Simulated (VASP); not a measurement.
# Be4C (I4) in VASP: further runs

Be4C is run at these levels: PBE; tasks: single point, relaxation of cell and atoms.

All numbers are computed with VASP 6.6.1; they aren't measurements. Logs are shortened: lines on timing, memory, paths and dates and some standing lists are left out, and cuts for length are marked.

## Step 1: The cell of the first run

The structure is tetragonal, space group I4 (No. 79). Conventional cell: a = 4.184 Å, b = 4.184 Å, c = 5.210 Å, α = 90.00°, β = 90.00°, γ = 90.00°. Within 2.3 Å of Be (site symmetry 1) lie 2 Be at 1.71 Å and 1 C at 1.84 Å. C (site symmetry 4) has 4 Be at 1.84 Å within 2.4 Å.

## Step 2: Single point, PBE

Input file INCAR:

```
ALGO = Normal
EDIFF = 1E-7
ENCUT = 520
GGA = PE
ISIF = 2
ISMEAR = 0
LASPH = T
LCHARG = F
LREAL = F
LWAVE = F
NBANDS = 14
NELM = 80
PREC = Accurate
SIGMA = 0.1
```

Input file KPOINTS:

```
k-points
0
Gamma
  6 6 6
```

Input file POSCAR:

```
Be4C
1.0
   -2.0919337900      2.0919337900      2.6051701000
    2.0919337900     -2.0919337900      2.6051701000
    2.0919337900      2.0919337900     -2.6051701000
Be C
4 1
Direct
    0.5980913900      0.2022848300      0.1056524000
    0.0966324200      0.4924389900      0.8943476000
    0.2022848300      0.0966324200      0.6041934300
    0.4924389900      0.5980913900      0.3958065700
    0.9018386600      0.9018386600      0.0000000000
```

Potentials or basis: VASP PAW PBE potentials, release 64 (Be, C).

The run is started by

```sh
cat potpaw_PBE.64/Be/POTCAR potpaw_PBE.64/C/POTCAR > POTCAR
mpirun -np 1 vasp_std > vasp.out
```

OUTCAR:

```text
EDIFF = 1E-7
   ENCUT = 520
   GGA = PE
   ISIF = 2
   ISMEAR = 0
   LASPH = T
   LREAL = F
   NELM = 80
   PREC = Accurate

 ion  position               nearest neighbor table
   1  0.598  0.202  0.106-   3 1.71   4 1.71   5 1.84
   2  0.097  0.492  0.894-   4 1.71   3 1.71   5 1.84
   3  0.202  0.097  0.604-   1 1.71   2 1.71   5 1.84
   4  0.492  0.598  0.396-   1 1.71   2 1.71   5 1.84
   5  0.902  0.902  0.000-   2 1.84   4 1.84   3 1.84   1 1.84

  LATTYP: Found a body centered tetragonal cell.
 ALAT       =     4.1838675800
 C/A-ratio  =     1.2453406090

  Lattice vectors:

 A1 = (  -2.0919337900,   2.0919337900,   2.6051701000)
 A2 = (   2.0919337900,  -2.0919337900,   2.6051701000)
 A3 = (   2.0919337900,   2.0919337900,  -2.6051701000)

Analysis of symmetry for initial positions (statically):
=====================================================================
 Subroutine PRICEL returns:
 Original cell was already a primitive cell.

 Routine SETGRP: Setting up the symmetry group for a
 body centered tetragonal supercell.

 Subroutine GETGRP returns: Found  4 space group operations
 (whereof  4 operations were pure point group operations)
 out of a pool of 16 trial point group operations.

The static configuration has the point symmetry     .

Analysis of symmetry for dynamics (positions and initial velocities):
=====================================================================
 Subroutine PRICEL returns:
 Original cell was already a primitive cell.

 Routine SETGRP: Setting up the symmetry group for a
 body centered tetragonal supercell.

 Subroutine GETGRP returns: Found  4 space group operations
 (whereof  4 operations were pure point group operations)
 out of a pool of 16 trial point group operations.

The dynamic configuration has the point symmetry     .

 Subroutine INISYM returns: Found  4 space group operations
 (whereof  4 operations are pure point group operations),
 and found     1 'primitive' translations

----------------------------------------------------------------------------------------

                                     Primitive cell

  volume of cell :      45.6028

  direct lattice vectors                    reciprocal lattice vectors
    -2.091933790  2.091933790  2.605170100     0.000000000  0.239013301  0.191926047
     2.091933790 -2.091933790  2.605170100     0.239013301  0.000000000  0.191926047
     2.091933790  2.091933790 -2.605170100     0.239013301  0.239013301  0.000000000

  length of vectors
     3.941990007  3.941990007  3.941990007     0.306533792  0.306533792  0.338015851

  position of ions in fractional coordinates (direct lattice)
     0.598091390  0.202284830  0.105652400
     0.096632420  0.492438990  0.894347600
     0.202284830  0.096632420  0.604193430
     0.492438990  0.598091390  0.395806570
     0.901838660  0.901838660  0.000000000

  ion indices of the primitive-cell ions
   primitive index   ion index
                 1           1
                 2           2
                 3           3
                 4           4
                 5           5

----------------------------------------------------------------------------------------

 KPOINTS: k-points

Automatic generation of k-mesh.
 Grid dimensions read from file:
 generate k-points for:    6    6    6

 Generating k-lattice:

  Cartesian coordinates                     Fractional coordinates (reciprocal lattice)
     0.000000000  0.039835550  0.031987675     0.166666667 -0.000000000  0.000000000
     0.039835550  0.000000000  0.031987675    -0.000000000  0.166666667  0.000000000
     0.039835550  0.039835550  0.000000000     0.000000000  0.000000000  0.166666667

  Length of vectors
     0.051088965  0.051088965  0.056335975

  Shift w.r.t. Gamma in fractional coordinates (k-lattice)
     0.000000000  0.000000000  0.000000000

 Subroutine IBZKPT returns following result:
 ===========================================

 Found     36 irreducible k-points:

 Following reciprocal coordinates:
            Coordinates               Weight
  0.000000  0.000000  0.000000      1.000000
  0.166667  0.000000 -0.000000      8.000000
  0.333333 -0.000000  0.000000      8.000000
  0.500000  0.000000  0.000000      4.000000
  0.166667  0.166667 -0.000000      8.000000
  0.333333  0.166667  0.000000      8.000000
[... 16 lines left out ...]
 -0.333333  0.333333 -0.166667      4.000000
 -0.166667  0.333333  0.166667      8.000000
 [... further k-points ...]
   k-points           NKPTS =     36   k-points in BZ     NKDIM =     36   number of bands    NBANDS=     14
   number of dos      NEDOS =    301   number of ions     NIONS =      5
   total plane-waves  NPLWV =  27000
   dimension x,y,z NGX =    30 NGY =   30 NGZ =   30
   dimension x,y,z NGXF=    60 NGYF=   60 NGZF=   60
   ions per type =               4   1
   NGX,Y,Z   is equivalent  to a cutoff of  12.65, 12.65, 12.65 a.u.
[... 29 lines left out ...]
   IMIX   =      4    mixing-type and parameters
     AMIX     =   0.40;   BMIX     =  1.00
     AMIX_MAG =   1.60;   BMIX_MAG =  1.00
  volume/ion in A,a.u.               =       9.12        61.55
  Fermi-wavevector in a.u.,A,eV,Ry     =   1.049070  1.982455 14.973872  1.100549
  Thomas-Fermi vector in A             =   2.184018
   LORBIT       =      0    0 simple, 1 ext, 2 COOP (PROOUT), +10 PAW based schemes
   GGA     = PE    functional components
   LHFCALC =     F    Hartree Fock is set to
   AEXX    =    0.0000 exact exchange contribution
   IVDW    =     0    specifies the selected vdW correction
   LEPSILON=     F    determine dielectric tensor
   LRPA    =     F    only Hartree local field effects (RPA)
 non-spin polarized calculation
 Gauss-broadening in eV      SIGMA  =   0.10
  energy-cutoff  :      520.00
  volume of cell :       45.60
 maximum number of plane-waves:      1244
 NGX is ok and might be reduce to    30
   NGX = 15   NGY = 15   NGZ = 15

 number of electron      12.0000000 magnetization

 Free energy of the ion-electron system (eV)
  ---------------------------------------------------
  ext. energy  EPLUGINS =         0.00000000
  ---------------------------------------------------
  free energy    TOTEN  =       -17.29576310 eV

  energy without entropy =      -17.28999373  energy(sigma->0) =      -17.29287841

 E-fermi :   5.4143     XC(G=0): -10.1680

 val. band max:        5.4141862922   @ k =   0.3333   0.1667   0.1667
 cond. band min:       5.4546767415   @ k =   0.1667   0.1667  -0.0000
 fundamental gap:      0.0404904492
 Fermi energy:         5.4143444537

 k-point     1 :       0.0000    0.0000    0.0000
  band No.  band energies     occupation
      1      -7.2587      2.00000
      2      -0.1727      2.00000
      3       2.0131      2.00000
      4       2.0131      2.00000
      5       3.7487      2.00000
      6       4.1011      2.00000
      7       7.1514      0.00000
      8       7.1514      0.00000
      9       7.3722      0.00000
     10       8.3778      0.00000
     11       8.3778      0.00000
     12       9.3405      0.00000
     13      10.2595      0.00000
     14      11.6998      0.00000

 k-point     2 :       0.1667    0.0000   -0.0000
  band No.  band energies     occupation
      1      -7.0465      2.00000
      2      -0.6694      2.00000
      3       1.4473      2.00000
      4       1.9200      2.00000
      5       3.5714      2.00000
      6       4.1974      2.00000
      7       6.1238      0.00000
      8       7.2280      0.00000
      9       7.8255      0.00000
     10       8.6650      0.00000
     11       8.8516      0.00000
     12      10.1325      0.00000
     13      11.7268      0.00000
     14      12.3856      0.00000
[... 343 lines left out ...]
      1      -6.2082      2.00000
      2      -1.4460      2.00000
      3      -0.1627      2.00000
      4       0.9169      2.00000
      5       2.1117      2.00000
      6       4.0437      2.00000
      7       6.7355      0.00000
      8       7.3006      0.00000
      9       8.0990      0.00000
     10       9.7518      0.00000
     11      12.2149      0.00000
     12      12.5697      0.00000
     13      14.2778      0.00000
     14      16.4316      0.00000

 k-point    24 :      -0.1667    0.3333    0.1667
  band No.  band energies     occupation
      1      -6.2562      2.00000
      2      -1.7804      2.00000
      3       0.4422      2.00000
      4       1.2701      2.00000
      5       2.1081      2.00000
      6       3.5319      2.00000
      7       6.6709      0.00000
      8       7.4629      0.00000
      9       8.4986      0.00000
     10       9.8092      0.00000
     11      10.5639      0.00000
     12      12.7877      0.00000
     13      14.1972      0.00000
     14      16.2301      0.00000

 [... further k-points ...]

------------------------ aborting loop because EDIFF is reached ----------------------------------------

  FORCE on cell =-STRESS in cart. coord.  units (eV):
  Direction    XX          YY          ZZ          XY          YZ          ZX
  --------------------------------------------------------------------------------------
  -------------------------------------------------------------------------------------
  Total        5.2573788      5.2573788     -1.5720413     -0.0000017      0.0000000      0.0000000
  in kB      184.7089347    184.7089347    -55.2309599     -0.0000603      0.0000000      0.0000000
  external PRESSURE =     104.7289699 kB  Pullay stress =       0.0000000 kB

 VOLUME and BASIS-vectors are now :
 -----------------------------------------------------------------------------
  energy-cutoff  :      520.00
  volume of cell :       45.60
      direct lattice vectors                 reciprocal lattice vectors
    -2.091933790  2.091933790  2.605170100     0.000000000  0.239013301  0.191926047
     2.091933790 -2.091933790  2.605170100     0.239013301  0.000000000  0.191926047
     2.091933790  2.091933790 -2.605170100     0.239013301  0.239013301  0.000000000

 POSITION                                       TOTAL-FORCE (eV/Angst)
 -----------------------------------------------------------------------------------
     -0.60698      1.04902      1.80987        -3.632382      5.739315     -0.153233
      2.69892      1.04291     -0.79530         3.632382     -5.739315     -0.153233
      1.04291      1.48495     -0.79530        -5.739315     -3.632382     -0.153233
      1.04902      0.60698      1.80987         5.739315      3.632382     -0.153233
      0.00000      0.00000      4.69889         0.000000      0.000000      0.612932
 -----------------------------------------------------------------------------------
    total drift:                                0.000001     -0.000001      0.000131

  FREE ENERGIE OF THE ION-ELECTRON SYSTEM (eV)
  ---------------------------------------------------
  free  energy   TOTEN  =       -17.2957630969 eV

  energy  without entropy=      -17.2899937325  energy(sigma->0) =      -17.29287841
```

Run time: 11 s. Hardware: 1 thread of Intel Xeon 6975P-C (Granite Rapids), shared host; peak memory 0.17 GiB.

Results:

```yaml
Free_energy: -17.2958 eV
Pressure: 10.5 GPa
Largest_force: 6.794 eV/Å
Band_gap_on_the_k_mesh: zero (band 6 reaches 5.67 eV, above the bottom of band 7 at 5.20 eV)
```

Forces in eV/Å, atoms in the order of the input:
```
Be  -3.632  5.739 -0.153
Be   3.632 -5.739 -0.153
Be  -5.739 -3.632 -0.153
Be   5.739  3.632 -0.153
C    0.000  0.000  0.613
```

Caveat: forces of over 1 eV/Å act on the atoms, so gaps and moduli don't describe the material at rest.

## Step 3: Relaxation of cell and atoms, PBE

Input file INCAR:

```
PREC     = Accurate       # precision mode
ENCUT    = 600            # plane-wave cutoff, eV
EDIFF    = 1E-7           # SCF threshold, eV
ISMEAR   = 0              # smearing method
SIGMA    = 0.1            # smearing width, eV
LREAL    = False          # projectors in reciprocal space
LASPH    = True           # aspherical terms in the spheres
NELM     = 100            # most SCF steps
ALGO     = Normal         # electronic algorithm
ISIF     = 3              # what is computed and relaxed
LWAVE    = False          # write WAVECAR
LCHARG   = False          # write CHGCAR
GGA      = PE             # functional
IBRION   = 2              # ionic algorithm
NSW      = 90             # ionic steps
EDIFFG   = -0.04          # ionic threshold
```

Input file KPOINTS:

```
regular mesh
0
Gamma
  6 6 6
```

POSCAR is that of step 2.

Potentials or basis: VASP PAW PBE potentials, release 64 (Be, C).

The run is started by

```sh
cat potpaw_PBE.64/Be/POTCAR potpaw_PBE.64/C/POTCAR > POTCAR
mpirun -np 1 vasp_std > vasp.out
```

Run time: 2.4 min. Hardware: 1 thread of Intel Xeon 6975P-C (Granite Rapids), shared host; peak memory 0.19 GiB.

The run converged. Its results:

| Item | Value |
| --- | --- |
| Free energy | -22.5905 eV |
| Relaxed volume | 7.49 Å³/atom |
| Relaxed cell | a = 3.668 Å, b = 3.668 Å, c = 3.668 Å, α = 105.69°, β = 105.69°, γ = 117.33° |
| Space group after relaxing (to 0.05 Å) | I422 (No. 97) |
| Energy gained by relaxing | 1058.8 meV/atom |
| Ionic steps | 32 |
| Pressure after relaxing | -0.3 GPa |
| Largest force after relaxing | 0.031 eV/Å |
| Band gap on the k mesh | zero (band 6 reaches 7.90 eV, above the bottom of band 7 at 6.21 eV) |

Forces on the atoms (eV/Å):
```
Be  -0.005  0.010 -0.008
Be   0.005 -0.010 -0.008
Be  -0.010 -0.005 -0.008
Be   0.010  0.005 -0.008
C    0.000  0.000  0.031
```

Stress tensor (GPa, compression positive):
```
-0.11  0.00  0.00
 0.00 -0.11  0.00
 0.00  0.00 -0.70
```

The path:
```csv
step,energy change (eV),largest force (eV/Å),pressure (GPa),volume (Å³)
1,0.0000,6.7944,10.44,45.60
2,-3.2089,0.7927,2.21,49.57
3,-3.2617,0.3838,0.16,48.89
4,-3.2634,0.4066,0.40,48.99
5,-3.2756,0.3746,-1.07,49.17
6,-3.2855,0.3372,-4.28,49.56
7,-3.2891,0.3482,-4.42,49.52
8,-3.3005,0.3898,-4.86,49.39
9,-3.3274,0.4772,-5.76,49.12
10,-3.3998,0.6673,-7.61,48.60
11,-3.6193,0.9713,-11.21,47.54
12,-4.2160,0.9016,-15.80,45.36
13,-4.3344,1.8007,-3.57,40.80
14,-4.5682,1.3478,-13.81,43.20
15,-4.5808,1.4127,-13.07,42.92
16,-4.5900,1.4322,-12.63,42.76
17,-4.6007,1.4684,-11.71,42.45
18,-4.5944,1.5342,-9.55,41.83
19,-4.6031,1.4876,-11.17,42.28
20,-4.6211,1.4626,-11.10,42.21
21,-4.6737,1.3881,-10.87,42.01
22,-4.7729,1.2419,-10.37,41.60
23,-4.9465,0.9585,-9.11,40.80
24,-5.1859,0.6867,-5.57,39.20
25,-5.1549,0.8116,6.48,36.09
26,-5.2634,0.5838,-1.18,37.83
27,-5.2640,0.5697,-0.72,37.70
28,-5.2736,0.4577,-0.50,37.61
29,-5.2905,0.1437,0.32,37.32
30,-5.2922,0.1023,0.78,37.18
31,-5.2936,0.0650,0.35,37.29
32,-5.2942,0.0314,-0.31,37.44
```

Final structure:
```yaml
crystal:
  lattice:
    - [-2.21521, 2.21521, 1.90745]
    - [2.21521, -2.21521, 1.90745]
    - [2.21521, 2.21521, -1.90745]
  atoms:
    - { symbol: Be, position: [0.63908, 0.13956, 0.16175] }
    - { symbol: Be, position: [0.97781, 0.47733, 0.83825] }
    - { symbol: Be, position: [0.13956, 0.97781, 0.50048] }
    - { symbol: Be, position: [0.47733, 0.63908, 0.49952] }
    - { symbol: C, position: [0.05751, 0.05751, 0.00000] }
```

Levels at points of the mesh, in eV from the Fermi level:
| k point | band 3 | band 4 | band 5 | band 6 | band 7 | band 8 | band 9 | band 10 |
| --- | --- | --- | --- | --- | --- | --- | --- | --- |
| (0.00, 0.00, 0.00) | -4.66 | -3.22 | -2.78 | -0.23 | 1.31 | 1.31 | 2.90 | 4.54 |
| (0.50, 0.00, 0.00) | -5.69 | -4.78 | -3.25 | -1.52 | 2.28 | 4.42 | 4.88 | 9.10 |
| (0.50, 0.50, 0.00) | -4.89 | -3.73 | -1.98 | -0.26 | 0.80 | 3.10 | 4.88 | 5.13 |
| (0.50, 0.50, 0.50) | -6.73 | -5.84 | -4.18 | -4.03 | 5.37 | 5.37 | 6.32 | 6.63 |

Caveat: the volume moved by over 15 % at a fixed basis, so the end points are rough.

## Step 4: Single point, PBE, collinear spin, ferromagnetic start

Input file INCAR:

```
SYSTEM = Be4C
PREC     = Accurate       ! precision mode
ENCUT    = 520            ! plane-wave cutoff, eV
EDIFF    = 1E-7           ! SCF threshold, eV
ISMEAR   = 0              ! smearing method
SIGMA    = 0.1            ! smearing width, eV
LREAL    = .False.        ! projectors in reciprocal space
LASPH    = .True.         ! aspherical terms in the spheres
NELM     = 150            ! most SCF steps
ALGO     = Normal         ! electronic algorithm
ISIF     = 2              ! what is computed and relaxed
LWAVE    = .False.        ! write WAVECAR
LCHARG   = .False.        ! write CHGCAR
ISPIN    = 2              ! spin polarisation
MAGMOM   = 0 0 0 0 1      ! initial moments
LORBIT   = 11             ! projections on sites
GGA      = PE             ! functional
NBANDS   = 18             ! bands
```

Input file KPOINTS:

```
Automatic mesh
0
Gamma
  6 6 6
  0 0 0
```

POSCAR is that of step 3.

The run is started by

```sh
cat potpaw_PBE.64/Be/POTCAR potpaw_PBE.64/C/POTCAR > POTCAR
mpirun -np 1 vasp_std > vasp.out
```

It took 31 s on 1 thread of Intel Xeon 6975P-C (Granite Rapids), shared host; peak memory 0.2 GiB.

It converged, with:

* Free energy: -17.2958 eV
* Pressure: 10.5 GPa
* Largest force: 6.794 eV/Å
* Band gap on the k mesh: zero (filled and empty bands overlap)
* Net moment: 0.00 μB per cell
* Valence electrons inside the program's atomic spheres: Be 1.25; C 2.29

Forces on the atoms (eV/Å):
```
Be  -3.632  5.739 -0.153
Be   3.632 -5.739 -0.153
Be  -5.739 -3.632 -0.153
Be   5.739  3.632 -0.153
C    0.000  0.000  0.613
```

Stress tensor (GPa, compression positive):
```
18.47  0.00  0.00
 0.00 18.47  0.00
 0.00  0.00 -5.53
```

Levels at points of the mesh, in eV from the Fermi level:
Spin up:
```csv
k point,band 3,band 4,band 5,band 6,band 7,band 8,band 9,band 10
"(0.00, 0.00, 0.00)",-3.40,-3.40,-1.67,-1.31,1.74,1.74,1.96,2.96
"(0.50, 0.00, 0.00)",-4.79,-3.69,-2.86,-0.88,0.22,1.48,2.26,5.19
"(0.50, 0.50, 0.00)",-5.65,-4.62,-3.58,-1.19,1.33,1.88,3.87,4.57
"(0.50, 0.50, 0.50)",-5.72,-4.83,-4.83,-4.06,2.67,2.67,4.39,4.82
```
Spin down:
```
           k point  band 3  band 4  band 5  band 6  band 7  band 8  band 9  band 10
(0.00, 0.00, 0.00)   -3.40   -3.40   -1.67   -1.31    1.74    1.74    1.96     2.96
(0.50, 0.00, 0.00)   -4.79   -3.69   -2.86   -0.88    0.22    1.48    2.26     5.19
(0.50, 0.50, 0.00)   -5.65   -4.62   -3.58   -1.19    1.33    1.88    3.87     4.57
(0.50, 0.50, 0.50)   -5.72   -4.83   -4.83   -4.06    2.67    2.67    4.39     4.82
```

Caveat: forces of over 1 eV/Å act on the atoms, so gaps and moduli don't describe the material at rest.

## Step 5: Summary

```csv
task,spin,cell,cutoff (eV),gap on the mesh (eV),pressure (GPa),largest force (eV/Å)
single point,off,as given,520,none,10.5,6.79
relaxation of cell and atoms,off,relaxed,600,none,-0.3,0.03
single point,"collinear, ferromagnetic start",as given,520,none,10.5,6.79
```

Alike in all rows: level PBE; potentials or basis VASP PAW PBE potentials, release 64 (Be, C); k mesh 6 × 6 × 6; smearing gaussian 0.1 eV.

Caveats: forces of over 1 eV/Å act on the atoms, so gaps and moduli don't describe the material at rest (some runs); the volume moved by over 15 % at a fixed basis, so the end points are rough (some runs).

Absolute energies hang on the potentials; compare differences alone.
